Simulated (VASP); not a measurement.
Set up this calculation in VASP 6.6.1, as the native input.

| Item | Value |
| --- | --- |
| Task | single point |
| Functional | LDA |
| Potentials or basis | VASP PAW LDA potentials, release 64 (Au_sv_GW) |
| Cutoff | 540 eV |
| k mesh | 18 × 18 × 16 |
| Occupations | fermi-dirac, width 0.05 eV |
| Spin | no spin polarisation |
| Dipole correction | no |
| Further INCAR settings | ALGO = Normal; EDIFF = 1e-06; NBANDS = 16 |

The structure of Au lies in POSCAR:

```
Au
1.0
    2.4503766618      0.0000000000      0.0000000000
   -1.2251883309      2.1220884380      0.0000000000
    0.0000000000      0.0000000000      2.3754523246
Au
1
Direct
    0.0000000000      0.0000000000      0.0000000000
```

This isn't the form of Au at room conditions, which is fcc.

These files were run (other wordings do the same):

INCAR

```
ALGO = Normal
EDIFF = 1E-6
ENCUT = 540
GGA = CA
GGA_COMPAT = False
ISIF = 2
ISMEAR = -1
LASPH = True
LCHARG = True
LELF = True
LREAL = False
LVHAR = True
LWAVE = False
NBANDS = 16
NELM = 120
PREC = Accurate
SIGMA = 0.05
```

KPOINTS

```
k-points
0
Gamma
  18 18 16
```

Potentials or basis: VASP PAW LDA potentials, release 64 (Au_sv_GW).

Launch:

```console
$ cat potpaw_LDA.64/Au_sv_GW/POTCAR > POTCAR
$ mpirun -np 1 vasp_std > vasp.out
```

It gave:

```yaml
Pressure: 172.4 GPa
Band_gap_on_the_k_mesh: zero (an odd number of electrons rules out a gap without spin polarisation)
```

Caveat: the cell stands under pressure; spin-orbit coupling is left out, which moves the levels of the heavy elements.

Wall time 66 s on 1 thread of Intel(R) Xeon(R) Platinum 8375C CPU @ 2.90GHz (Ice Lake), with other jobs on the host, peak memory 0.18 GiB.
